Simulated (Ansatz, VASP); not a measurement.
This is a calculation of TiSi2 for VASP 6.6.1.

File POSCAR:

```
TiSi2
1.0
   -1.4728720000      1.7121300000      4.2120830000
    1.4728720000     -1.7121300000      4.2120830000
    1.4728720000      1.7121300000     -4.2120830000
Ti Si
1 2
Direct
    0.0000000000      0.0000000000      0.0000000000
    0.6700780000      0.6700780000      0.0000000000
    0.3299220000      0.3299220000      0.0000000000
```

INCAR.step1

```
SYSTEM = TiSi2
ALGO = Normal
EDIFF = 1E-4
ENCUT = 520
GGA = PE
ISMEAR = -1
LASPH = .True.
LCHARG = .False.
LREAL = .False.
LWAVE = .True.
NBANDS = 17
NELM = 100
PREC = Accurate
SIGMA = 0.05
```

File INCAR.step2:

```
SYSTEM = TiSi2
ALGO = Normal
EDIFF = 1E-7
ENCUT = 520
ISIF = 2
ISMEAR = -1
ISTART = 1
LASPH = .True.
LCHARG = .False.
LMIXTAU = .True.
LREAL = .False.
LWAVE = .False.
METAGGA = R2SCAN
NBANDS = 17
NELM = 100
PREC = Accurate
SIGMA = 0.05
```

KPOINTS

```
k-points
0
Gamma
  12 12 12
  0 0 0
```

Potentials or basis: VASP PAW PBE potentials, release 64 (Ti_sv, Si).

Command:

```bash
$ cat potpaw_PBE.64/Ti_sv/POTCAR potpaw_PBE.64/Si/POTCAR > POTCAR
$ cp INCAR.step1 INCAR
$ mpirun -np 1 vasp_std > vasp.out
$ cp INCAR.step2 INCAR
$ mpirun -np 1 vasp_std > vasp.out
```

Problem. Set up the same calculation for Ansatz 0.2.0. Potentials there: Ansatz PAW.

Solution. As run (the cutoff follows the program's own potentials):

The input input.yaml:

```yaml
crystal:
  lattice:
    - [-1.472872, 1.71213, 4.212083]
    - [1.472872, -1.71213, 4.212083]
    - [1.472872, 1.71213, -4.212083]
  atoms:
    - { symbol: Ti, position: [0.0, 0.0, 0.0] }
    - { symbol: Si, position: [0.670078, 0.670078, 0.0] }
    - { symbol: Si, position: [0.329922, 0.329922, 0.0] }
hamiltonian:
  xc: r2scan
  pseudopotentials: { kind: paw }
kpoints:
  mp_grid: { grid: [12, 12, 12] }
scf:
  occupations: { method: fermi_dirac, width: 0.05 }
output:
  forces: true
  stress: true
  eigenvalues: true
```

Potentials or basis: Ansatz PAW.

Command:

```sh
$ ansatz run input.yaml --threads 1 --pin off --max-ram 3584MiB --backend cpu --events-out ev --progress --plain --runs-dir out
```

Both were run:

|  | VASP | Ansatz | Ansatz less VASP |
| --- | --- | --- | --- |
| gap on the k mesh at the Fermi level (eV) | none | none | - |
| pressure (GPa) | -2.1 | -2.4 | -0.32 |
| traceless stress, the component that is largest in VASP (GPa) | -0.73 | -0.74 | -0.013 |
| rms of the force components (eV/Å) | 0.026 | 0.021 | -0.0059 |

VASP's potentials were made for PBE, not for r2SCAN. Atom by atom the forces differ by 0.006 eV/Å (rms over components). A gap of «none» marks a metal or a gap that the smearing closes.
